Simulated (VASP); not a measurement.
A run of VASP 6.6.1 is set up as follows.

The input INCAR:

```
SYSTEM = Pt
ALGO     = Fast           ! electronic algorithm
EDIFF    = 1E-6           ! SCF threshold, eV
ENCUT    = 520            ! plane-wave cutoff, eV
GGA      = PE             ! functional
ISIF     = 2              ! what is computed and relaxed
ISMEAR   = 0              ! smearing method
LASPH    = .True.         ! aspherical terms in the spheres
LCHARG   = .False.        ! write CHGCAR
LREAL    = .False.        ! projectors in reciprocal space
LWAVE    = .False.        ! write WAVECAR
NBANDS   = 50             ! bands
NELM     = 100            ! most SCF steps
PREC     = Accurate       ! precision mode
SIGMA    = 0.1            ! smearing width, eV
```

The input KPOINTS:

```
k-points
0
Gamma
  8 8 8
  0 0 0
```

Contents of POSCAR:

```
Pt
1.0
    5.0629630103      0.0000000000      0.0000000000
    0.0000000000      5.0629630103      0.0000000000
    0.0000000000      0.0000000000      5.0629630103
Pt
8
Direct
    0.5000000000      0.5000000000      0.5000000000
    0.0000000000      0.0000000000      0.0000000000
    0.2500000000      0.0000000000      0.5000000000
    0.5000000000      0.2500000000      0.0000000000
    0.5000000000      0.7500000000      0.0000000000
    0.7500000000      0.0000000000      0.5000000000
    0.0000000000      0.5000000000      0.7500000000
    0.0000000000      0.5000000000      0.2500000000
```

Potentials or basis: VASP PAW PBE potentials, release 64 (Pt).

Run with:

```console
$ cat potpaw_PBE.64/Pt/POTCAR > POTCAR
$ mpirun -np 1 vasp_std > vasp.out
```

Q: What does it give for the pressure?

A: -0.5 GPa.

Q: What does it give for the band gap on the k mesh?

A: Zero (bands 40 and 41 overlap by 0.40 eV).

Caveat: spin-orbit coupling is left out, which moves the levels of the heavy elements.
